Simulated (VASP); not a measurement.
# SrCl2 (Fm-3m) in VASP: further runs

SrCl2 is run at these levels: r2SCAN; tasks: single point, relaxation of cell and atoms.

All numbers are computed with VASP 6.6.1; they aren't measurements. Logs are shortened: lines on timing, memory, paths and dates and some standing lists are left out, and cuts for length are marked.

### Step 1. The cell of the first run

Symmetry: Fm-3m, No. 225, cubic system. Conventional cell: a = 6.995 Å, b = 6.995 Å, c = 6.995 Å, α = 90.00°, β = 90.00°, γ = 90.00°. Sr (site symmetry m-3m) has 8 Cl at 3.03 Å within 4.0 Å. Cl (site symmetry -43m) has 4 Sr at 3.03 Å and 6 Cl at 3.50 Å within 4.0 Å.

### Step 2. Single point, r2SCAN

POSCAR reads:

```
SrCl2
1.0
    0.0000000000      3.4974632708      3.4974632708
    3.4974632708      0.0000000000      3.4974632708
    3.4974632708      3.4974632708      0.0000000000
Sr Cl
1 2
Direct
    0.0000000000      0.0000000000      0.0000000000
    0.2500000000      0.2500000000      0.2500000000
    0.7500000000      0.7500000000      0.7500000000
```

INCAR.step1 reads:

```
SYSTEM = SrCl2
ALGO = Normal
EDIFF = 1E-4
ENCUT = 520
GGA = PE
ISMEAR = 0
LASPH = .TRUE.
LCHARG = .FALSE.
LREAL = .FALSE.
LWAVE = .TRUE.
NBANDS = 19
NELM = 60
PREC = Accurate
SIGMA = 0.01
```

INCAR.step2 reads:

```
SYSTEM = SrCl2
ALGO = Normal
EDIFF = 1E-6
ENCUT = 520
ISIF = 2
ISMEAR = 0
ISTART = 1
LASPH = .TRUE.
LCHARG = .FALSE.
LMIXTAU = .TRUE.
LREAL = .FALSE.
LWAVE = .FALSE.
METAGGA = R2SCAN
NBANDS = 19
NELM = 60
PREC = Accurate
SIGMA = 0.01
```

KPOINTS reads:

```
k-points
0
G
  4 4 4
  0 0 0
```

Potentials or basis: VASP PAW PBE potentials, release 64 (Sr_sv, Cl).

The run is started by

```
$ cat potpaw_PBE.64/Sr_sv/POTCAR potpaw_PBE.64/Cl/POTCAR > POTCAR
$ cp INCAR.step1 INCAR
$ mpirun -np 1 vasp_std > vasp.out
$ cp INCAR.step2 INCAR
$ mpirun -np 1 vasp_std > vasp.out
```

OUTCAR:

```text
SYSTEM = SrCl2
   EDIFF = 1E-6
   ENCUT = 520
   ISIF = 2
   ISMEAR = 0
   ISTART = 1
   LASPH = .TRUE.
   LREAL = .FALSE.
   METAGGA = R2SCAN
   NELM = 60
   PREC = Accurate

 ion  position               nearest neighbor table
   1  0.000  0.000  0.000-   3 3.03   3 3.03   3 3.03   2 3.03   3 3.03   2 3.03   2 3.03   2 3.03

   2  0.250  0.250  0.250-   1 3.03   1 3.03   1 3.03   1 3.03
   3  0.750  0.750  0.750-   1 3.03   1 3.03   1 3.03   1 3.03

  LATTYP: Found a face centered cubic cell.
 ALAT       =     6.9949265416

  Lattice vectors:

 A1 = (   0.0000000000,   3.4974632708,   3.4974632708)
 A2 = (   3.4974632708,   0.0000000000,   3.4974632708)
 A3 = (   3.4974632708,   3.4974632708,   0.0000000000)

Analysis of symmetry for initial positions (statically):
=====================================================================
 Subroutine PRICEL returns:
 Original cell was already a primitive cell.

 Routine SETGRP: Setting up the symmetry group for a
 face centered cubic supercell.

 Subroutine GETGRP returns: Found 48 space group operations
 (whereof 48 operations were pure point group operations)
 out of a pool of 48 trial point group operations.

The static configuration has the point symmetry O_h .

Analysis of symmetry for dynamics (positions and initial velocities):
=====================================================================
 Subroutine PRICEL returns:
 Original cell was already a primitive cell.

 Routine SETGRP: Setting up the symmetry group for a
 face centered cubic supercell.

 Subroutine GETGRP returns: Found 48 space group operations
 (whereof 48 operations were pure point group operations)
 out of a pool of 48 trial point group operations.

The dynamic configuration has the point symmetry O_h .

 Subroutine INISYM returns: Found 48 space group operations
 (whereof 48 operations are pure point group operations),
 and found     1 'primitive' translations

----------------------------------------------------------------------------------------

                                     Primitive cell

  volume of cell :      85.5637

  direct lattice vectors                    reciprocal lattice vectors
     0.000000000  3.497463271  3.497463271    -0.142960758  0.142960758  0.142960758
     3.497463271  0.000000000  3.497463271     0.142960758 -0.142960758  0.142960758
     3.497463271  3.497463271  0.000000000     0.142960758  0.142960758 -0.142960758

  length of vectors
     4.946159991  4.946159991  4.946159991     0.247615296  0.247615296  0.247615296

  position of ions in fractional coordinates (direct lattice)
     0.000000000  0.000000000  0.000000000
     0.250000000  0.250000000  0.250000000
     0.750000000  0.750000000  0.750000000

  ion indices of the primitive-cell ions
   primitive index   ion index
                 1           1
                 2           2
                 3           3

----------------------------------------------------------------------------------------

 KPOINTS: k-points

Automatic generation of k-mesh.
 Grid dimensions read from file:
 generate k-points for:    4    4    4

 Generating k-lattice:

  Cartesian coordinates                     Fractional coordinates (reciprocal lattice)
    -0.035740189  0.035740189  0.035740189     0.250000000  0.000000000  0.000000000
     0.035740189 -0.035740189  0.035740189     0.000000000  0.250000000  0.000000000
     0.035740189  0.035740189 -0.035740189     0.000000000  0.000000000  0.250000000

  Length of vectors
     0.061903824  0.061903824  0.061903824

  Shift w.r.t. Gamma in fractional coordinates (k-lattice)
     0.000000000  0.000000000  0.000000000

 Subroutine IBZKPT returns following result:
 ===========================================

 Found      8 irreducible k-points:

 Following reciprocal coordinates:
            Coordinates               Weight
  0.000000  0.000000  0.000000      1.000000
  0.250000  0.000000  0.000000      8.000000
  0.500000  0.000000  0.000000      4.000000
  0.250000  0.250000  0.000000      6.000000
  0.500000  0.250000  0.000000     24.000000
 -0.250000  0.250000  0.000000     12.000000
  0.500000  0.500000  0.000000      3.000000
 -0.250000  0.500000  0.250000      6.000000
   k-points           NKPTS =      8   k-points in BZ     NKDIM =      8   number of bands    NBANDS=     19
   number of dos      NEDOS =    301   number of ions     NIONS =      3
   total plane-waves  NPLWV =  64000
   dimension x,y,z NGX =    40 NGY =   40 NGZ =   40
   dimension x,y,z NGXF=    80 NGYF=   80 NGZF=   80
   ions per type =               1   2
   NGX,Y,Z   is equivalent  to a cutoff of  13.44, 13.44, 13.44 a.u.
   NGXF,Y,Z  is equivalent  to a cutoff of  26.89, 26.89, 26.89 a.u.
 SYSTEM =  SrCl2
   PREC   = accura    normal or accurate (medium, high low for compatibility)
   ISTART =      1    job   : 0-new  1-cont  2-samecut
   ICHARG =      0    charge: 1-file 2-atom 10-const
   ISPIN  =      1    spin polarized calculation?
   LNONCOLLINEAR =      F non collinear calculations
   LSORBIT =      F    spin-orbit coupling
   LASPH  =      T    aspherical Exc in radial PAW
   ENCUT  =  520.0 eV  38.22 Ry    6.18 a.u.   9.20  9.20  9.20*2*pi/ulx,y,z
   NELM   =     60;   NELMIN=  2; NELMDL=  0     # of ELM steps
   EDIFF  = 0.1E-05   stopping-criterion for ELM
   LREAL  =      F    real-space projection
   EDIFFG = 0.1E-04   stopping-criterion for IOM
   NSW    =      0    number of steps for IOM
   IBRION =     -1    ionic relax: 0-MD 1-quasi-New 2-CG
   NFREE  =      0    steps in history (QN), initial steepest desc. (CG)
   ISIF   =      2    stress and relaxation
   ISYM   =      2    0-nonsym 1-usesym 2-fastsym
   POTIM  = 0.5000    time-step for ionic-motion
   TEBEG  =    0.0;   TEEND  =   0.0 temperature during run
   PSTRESS=    0.0 pullay stress
   NELECT =      24.0000    total number of electrons
   NUPDOWN=      -1.0000    fix difference up-down
   EMIN   =  10.00;   EMAX   =-10.00  energy-range for DOS
   EFERMI =   0.00;   METHOD = LEGACY
   ISMEAR =     0;   SIGMA  =   0.01  broadening in eV -4-tet -1-fermi 0-gaus
   EFERMI_NEDOS =   21; number of points for ismear=-14 and -15
   IALGO  =     38    algorithm
   IMIX   =      4    mixing-type and parameters
     AMIX     =   0.40;   BMIX     =  1.00
     AMIX_MAG =   1.60;   BMIX_MAG =  1.00
  volume/ion in A,a.u.               =      28.52       192.47
  Fermi-wavevector in a.u.,A,eV,Ry     =   1.071640  2.025105 15.625086  1.148411
  Thomas-Fermi vector in A             =   2.207386
   LORBIT       =      0    0 simple, 1 ext, 2 COOP (PROOUT), +10 PAW based schemes
   METAGGA = R2SCAN    functional components
   LHFCALC =     F    Hartree Fock is set to
   AEXX    =    0.0000 exact exchange contribution
   IVDW    =     0    specifies the selected vdW correction
   LEPSILON=     F    determine dielectric tensor
   LRPA    =     F    only Hartree local field effects (RPA)
 non-spin polarized calculation
 Gauss-broadening in eV      SIGMA  =   0.01
  energy-cutoff  :      520.00
  volume of cell :       85.56
 maximum number of plane-waves:      2332
 NGX is ok and might be reduce to    40
   NGX = 19   NGY = 19   NGZ = 19

 number of electron      24.0000002 magnetization

 Free energy of the ion-electron system (eV)
  ---------------------------------------------------
  ext. energy  EPLUGINS =         0.00000000
  ---------------------------------------------------
  free energy    TOTEN  =       -35.69698087 eV

  energy without entropy =      -35.69698087  energy(sigma->0) =      -35.69698087

 E-fermi :  -0.1347     XC(G=0):  -8.7314

 val. band max:       -0.2720429785   @ k =   0.5000   0.5000   0.0000
 cond. band min:       5.6655455081   @ k =   0.0000   0.0000   0.0000
 fundamental gap:      5.9375884865
 Fermi energy:        -0.1346886363

 k-point     1 :       0.0000    0.0000    0.0000
  band No.  band energies     occupation
      1     -34.2481      2.00000
      2     -15.6147      2.00000
      3     -15.6147      2.00000
      4     -15.6147      2.00000
      5     -14.1350      2.00000
      6     -13.2763      2.00000
[... 11 lines left out ...]
     18       9.3390      0.00000
     19       9.7494      0.00000

 k-point     2 :       0.2500    0.0000    0.0000
  band No.  band energies     occupation
      1     -34.2466      2.00000
      2     -15.7859      2.00000
      3     -15.6213      2.00000
      4     -15.6213      2.00000
      5     -13.8507      2.00000
      6     -13.3758      2.00000
[... 11 lines left out ...]
     18       9.0273      0.00000
     19       9.9848      0.00000

 k-point     3 :       0.5000    0.0000    0.0000
  band No.  band energies     occupation
      1     -34.2450      2.00000
      2     -15.9116      2.00000
      3     -15.6279      2.00000
      4     -15.6279      2.00000
      5     -13.7323      2.00000
      6     -13.3430      2.00000
[... 11 lines left out ...]
     18       9.0361      0.00000
     19       9.3322      0.00000

 k-point     4 :       0.2500    0.2500    0.0000
  band No.  band energies     occupation
      1     -34.2460      2.00000
      2     -15.8261      2.00000
      3     -15.6305      2.00000
      4     -15.6305      2.00000
      5     -13.7273      2.00000
      6     -13.4347      2.00000
[... 11 lines left out ...]
     18       8.9118      0.00000
     19       9.5123      0.00000

 k-point     5 :       0.5000    0.2500    0.0000
  band No.  band energies     occupation
      1     -34.2445      2.00000
      2     -15.8903      2.00000
      3     -15.7085      2.00000
      4     -15.6371      2.00000
      5     -13.5645      2.00000
      6     -13.4275      2.00000
[... 11 lines left out ...]
     18       9.3550      0.00000
     19      10.0563      0.00000

 k-point     6 :      -0.2500    0.2500    0.0000
  band No.  band energies     occupation
      1     -34.2450      2.00000
      2     -15.8340      2.00000
      3     -15.7283      2.00000
      4     -15.6280      2.00000
      5     -13.5995      2.00000
      6     -13.4483      2.00000
[... 11 lines left out ...]
     18       9.0404      0.00000
     19      10.1799      0.00000

 k-point     7 :       0.5000    0.5000    0.0000
  band No.  band energies     occupation
      1     -34.2439      2.00000
      2     -15.9786      2.00000
      3     -15.6462      2.00000
      4     -15.6462      2.00000
      5     -13.5828      2.00000
      6     -13.3602      2.00000
[... 11 lines left out ...]
     18       9.1060      0.00000
     19      10.4717      0.00000

 k-point     8 :      -0.2500    0.5000    0.2500
  band No.  band energies     occupation
      1     -34.2439      2.00000
      2     -15.8227      2.00000
      3     -15.8227      2.00000
      4     -15.6465      2.00000
      5     -13.4614      2.00000
      6     -13.4614      2.00000
[... 11 lines left out ...]
     18      10.0487      0.00000
     19      10.7812      0.00000

------------------------ aborting loop because EDIFF is reached ----------------------------------------

  FORCE on cell =-STRESS in cart. coord.  units (eV):
  Direction    XX          YY          ZZ          XY          YZ          ZX
  --------------------------------------------------------------------------------------
  -------------------------------------------------------------------------------------
  Total        0.0157448      0.0157448      0.0157448      0.0000000     -0.0000000      0.0000000
  in kB        0.2948211      0.2948211      0.2948211      0.0000000     -0.0000000      0.0000000
  external PRESSURE =       0.2948211 kB  Pullay stress =       0.0000000 kB

 VOLUME and BASIS-vectors are now :
 -----------------------------------------------------------------------------
  energy-cutoff  :      520.00
  volume of cell :       85.56
      direct lattice vectors                 reciprocal lattice vectors
     0.000000000  3.497463271  3.497463271    -0.142960758  0.142960758  0.142960758
     3.497463271  0.000000000  3.497463271     0.142960758 -0.142960758  0.142960758
     3.497463271  3.497463271  0.000000000     0.142960758  0.142960758 -0.142960758

 POSITION                                       TOTAL-FORCE (eV/Angst)
 -----------------------------------------------------------------------------------
      0.00000      0.00000      0.00000         0.000000      0.000000      0.000000
      1.74873      1.74873      1.74873         0.000000      0.000000      0.000000
      5.24619      5.24619      5.24619        -0.000000     -0.000000     -0.000000
 -----------------------------------------------------------------------------------
    total drift:                               -0.000000     -0.000000      0.000000

  FREE ENERGIE OF THE ION-ELECTRON SYSTEM (eV)
  ---------------------------------------------------
  free  energy   TOTEN  =       -35.6969808704 eV

  energy  without entropy=      -35.6969808704  energy(sigma->0) =      -35.69698087
```

Wall time 48 s (1 thread of Intel Xeon 6975P-C (Granite Rapids), shared host); peak memory 0.25 GiB.

What came out:

```
Free energy            : -35.6970 eV
Pressure               : 0.0 GPa
Band gap on the k mesh : 5.94 eV (least direct gap 5.99 eV)
```

Caveat: the PAW data sets were made with another functional, which shifts forces and pressure a little. A k mesh can miss the band edges.

### Step 3. Single point, r2SCAN

POSCAR is that of step 2.

INCAR.step1 reads:

```
SYSTEM = SrCl2
ALGO = Normal ; EDIFF = 1E-4
ENCUT = 520 ; GGA = PE
ISMEAR = 0 ; LASPH = .True.
LCHARG = .False. ; LREAL = .False.
LWAVE = .True. ; NBANDS = 19
NELM = 60 ; PREC = Accurate
SIGMA = 0.01
```

INCAR.step2 reads:

```
SYSTEM = SrCl2
ALGO = Normal ; EDIFF = 1E-7
ENCUT = 520 ; ISIF = 2
ISMEAR = 0 ; ISTART = 1
LASPH = .True. ; LCHARG = .True.
LELF = .True. ; LMIXTAU = .True.
LREAL = .False. ; LVHAR = .True.
LWAVE = .False. ; METAGGA = R2SCAN
NBANDS = 19 ; NELM = 60
PREC = Accurate ; SIGMA = 0.01
```

KPOINTS reads:

```
k-points
0
Gamma
  6 6 6
  0 0 0
```

Potentials or basis: VASP PAW PBE potentials, release 64 (Sr_sv, Cl).

The run is started by

```
$ cat potpaw_PBE.64/Sr_sv/POTCAR potpaw_PBE.64/Cl/POTCAR > POTCAR
$ cp INCAR.step1 INCAR
$ mpirun -np 1 vasp_std > vasp.out
$ cp INCAR.step2 INCAR
$ mpirun -np 1 vasp_std > vasp.out
```

OUTCAR:

```text
SYSTEM = SrCl2
   EDIFF = 1E-7
   ENCUT = 520
   ISIF = 2
   ISMEAR = 0
   ISTART = 1
   LASPH = .True.
   LREAL = .False.
   METAGGA = R2SCAN
   NELM = 60
   PREC = Accurate

 ion  position               nearest neighbor table
   1  0.000  0.000  0.000-   3 3.03   3 3.03   3 3.03   2 3.03   3 3.03   2 3.03   2 3.03   2 3.03

   2  0.250  0.250  0.250-   1 3.03   1 3.03   1 3.03   1 3.03
   3  0.750  0.750  0.750-   1 3.03   1 3.03   1 3.03   1 3.03

[... 537 lines left out ...]

  FORCE on cell =-STRESS in cart. coord.  units (eV):
  Direction    XX          YY          ZZ          XY          YZ          ZX
  --------------------------------------------------------------------------------------
  -------------------------------------------------------------------------------------
  Total        0.0203059      0.0203059      0.0203059     -0.0000000     -0.0000000     -0.0000000
  in kB        0.3802278      0.3802278      0.3802278     -0.0000000     -0.0000000     -0.0000000
  external PRESSURE =       0.3802278 kB  Pullay stress =       0.0000000 kB

 VOLUME and BASIS-vectors are now :
 -----------------------------------------------------------------------------
  energy-cutoff  :      520.00
  volume of cell :       85.56
      direct lattice vectors                 reciprocal lattice vectors
     0.000000000  3.497463271  3.497463271    -0.142960758  0.142960758  0.142960758
     3.497463271  0.000000000  3.497463271     0.142960758 -0.142960758  0.142960758
     3.497463271  3.497463271  0.000000000     0.142960758  0.142960758 -0.142960758

 POSITION                                       TOTAL-FORCE (eV/Angst)
 -----------------------------------------------------------------------------------
      0.00000      0.00000      0.00000         0.000000      0.000000      0.000000
      1.74873      1.74873      1.74873         0.000000     -0.000000      0.000000
      5.24619      5.24619      5.24619        -0.000000     -0.000000     -0.000000
 -----------------------------------------------------------------------------------
    total drift:                               -0.000000     -0.000000      0.000000

  FREE ENERGIE OF THE ION-ELECTRON SYSTEM (eV)
  ---------------------------------------------------
  free  energy   TOTEN  =       -35.6970285557 eV

  energy  without entropy=      -35.6970285557  energy(sigma->0) =      -35.69702856
```

Wall time 93 s (1 thread of Intel Xeon 6975P-C (Granite Rapids), shared host); peak memory 0.26 GiB.

What came out:

```yaml
Free_energy: -35.6970 eV
Pressure: 0.0 GPa
Band_gap_on_the_k_mesh: 5.94 eV (least direct gap 5.99 eV)
```

Levels at points of the mesh, in eV from the valence-band top:
```
           k point  band 9  band 10  band 11  band 12  band 13  band 14  band 15  band 16
(0.00, 0.00, 0.00)   -2.12    -0.35    -0.35    -0.35     5.94     6.69     6.69     9.61
(0.50, 0.00, 0.00)   -1.47    -1.33    -1.06    -1.06     7.29     7.29     8.22     8.23
(0.50, 0.50, 0.00)   -1.90    -0.39    -0.39     0.00     5.99     7.77     8.20     8.69
```

Caveat: the PAW data sets were made with another functional, which shifts forces and pressure a little.

(Part 1 of 2 ends here.)
